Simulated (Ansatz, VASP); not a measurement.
**NaI in VASP and in Ansatz**

```
Na I
1.0
     0.00000    3.33349    3.13931
     3.33349    0.00000    3.13931
     3.33349    3.33349    0.00000
Na I
1 1
Direct
  0.00000 0.00000 0.00000
  0.50000 0.50000 0.50000
```

Change from the starting cell: strain +0.030 along x and y, -0.030 along z, atoms carried along.

Alike in both runs: task single point; functional PBE; k mesh 6 × 6 × 6; occupations gaussian, width 0.05 eV; no spin polarisation.

|  | VASP | Ansatz |
| --- | --- | --- |
| version | VASP 6.6.1 | Ansatz 0.2.0 |
| potentials or method | VASP PAW PBE potentials, release 64 (Na_pv, I), cutoff 520 eV | scalar-relativistic, plane waves, PAW |
| valence electrons in the cell | 14 | 26 |

|  | VASP | Ansatz | Ansatz less VASP |
| --- | --- | --- | --- |
| gap on the k mesh at the Fermi level (eV) | 3.55 | 3.55 | +0.003 |
| least direct gap on the mesh (eV) | 3.55 | 3.55 | +0.003 |
| pressure (GPa) | 0.1 | 0.1 | -0.01 |
| traceless stress, the component that is largest in VASP (GPa) | 0.97 | 0.96 | -0.007 |

VASP's potentials hold 14 valence electrons a cell and Ansatz's 26, so a difference there can come from the potentials and not from the codes.

Neither program's run includes spin-orbit coupling.
